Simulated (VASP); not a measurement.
In, 1 atom in the cell. The structure is tetragonal, space group I4/mmm (No. 139). The conventional cell has a = 3.251 Å, b = 3.251 Å, c = 4.947 Å, α = 90.00°, β = 90.00°, γ = 90.00°. In (site symmetry 4/mmm) has 12 In at 3.25 to 3.38 Å within 4.3 Å. 

| Item | Value |
| --- | --- |
| Program | VASP 6.6.1 |
| Task | elastic constants |
| Functional | SVWN5 |
| Potentials or basis | VASP PAW PBE potentials, release 64 (In_d) |
| Cutoff | 600 eV |
| k mesh | 8 × 8 × 8 |
| Occupations | fermi-dirac, width 0.05 eV |
| Spin | no spin polarisation |
| Dipole correction | no |
| Ions in elastic constants | relaxed |
| Further INCAR settings | ALGO = Normal; EDIFF = 1e-08; IBRION = 6; POTIM = 0.015; NSW = 1; ISIF = 3 |

Potentials or basis: VASP PAW PBE potentials, release 64 (In_d).

Run with:

```console
$ cat potpaw_PBE.64/In_d/POTCAR > POTCAR
$ mpirun -np 1 vasp_std > vasp.out
```

Hardware: 1 thread of AMD EPYC 9R45 96-Core Processor (Zen 5) (shared host).

Task: How long does it take, and how much memory?

Result: Wall time 5 min on 1 thread of AMD EPYC 9R45 96-Core Processor (Zen 5), with other jobs on the host, peak memory 0.29 GiB. Counts: scf iterations 135, k points 59.
